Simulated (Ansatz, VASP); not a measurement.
Co in VASP and in Ansatz

```
CELL_PARAMETERS angstrom
2.47154 0.00000 0.00000
-1.23577 2.14042 0.00000
0.00000 0.00000 4.03403
ATOMIC_POSITIONS crystal
Co 0.33333 0.66667 0.25000
Co 0.66667 0.33333 0.75000
```

Change from the starting cell: volume scaled by 0.96, ions relaxed.

Alike in both runs: functional PBE; k mesh 21 × 21 × 11; occupations fermi-dirac, width 0.05 eV; collinear spin.

Ansatz relaxed the structure, and its values are those at the end. VASP's run is a single point on that final structure, the one shown.

```csv
,VASP,Ansatz
version,VASP 6.6.1,Ansatz 0.2.0
potentials or method,"VASP PAW PBE potentials, release 64 (Co)","plane-wave PAW, scalar-relativistic"
plane-wave cutoff (eV),520,420
valence electrons in the cell,18,34
```

Ansatz gave:

- pressure (GPa): 3.8
- net moment per atom (μB): 1.59
- size of the moment on the site where the two differ most (μB): 1.66

Which values does VASP return?

Pressure (GPa): 2.9; net moment per atom (μB): 1.58; size of the moment on the site where the two differ most (μB): 1.60.

Site moments also hang on the region over which each program counts them. The functional is the same, so the differences come from potentials, cutoffs and numerics. VASP's potentials hold 18 valence electrons a cell and Ansatz's 34, so a difference there can come from the potentials and not from the codes. Ansatz's warnings: stress scf threshold loose.
